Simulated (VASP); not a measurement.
Input of a VASP 6.6.1 run:

Contents of INCAR:

```
SYSTEM = InAs
PREC = Accurate ; ENCUT = 500
EDIFF = 1E-6 ; ISMEAR = 0
SIGMA = 0.01 ; LREAL = .False.
LASPH = .True. ; NELM = 120
ALGO = Normal ; ISIF = 2
LWAVE = .False. ; LCHARG = .False.
NBANDS = 16 ; GGA_COMPAT = .False.
```

KPOINTS

```
regular mesh
0
Gamma
  8 8 8
  0 0 0
```

POSCAR

```
InAs
1.0
    0.0000000000      3.0290000000      3.0290000000
    3.0290000000      0.0000000000      3.0290000000
    3.0290000000      3.0290000000      0.0000000000
In As
1 1
Direct
    0.0000000000      0.0000000000      0.0000000000
    0.2500000000      0.2500000000      0.2500000000
```

Potentials or basis: VASP PAW LDA potentials, release 64 (In_d, As).

Command:

```bash
$ cat potpaw_LDA.64/In_d/POTCAR potpaw_LDA.64/As/POTCAR > POTCAR
$ mpirun -np 1 vasp_std > vasp.out
```

**Question.** Predict the pressure.

**Answer.** -0.8 GPa.

**Question.** Predict the band gap on the k mesh.

**Answer.** Zero (filled and empty bands touch).

Caveat: semilocal functionals underestimate gaps, so a narrow gap can read as zero; spin-orbit coupling is left out, which moves the levels of the heavy elements.
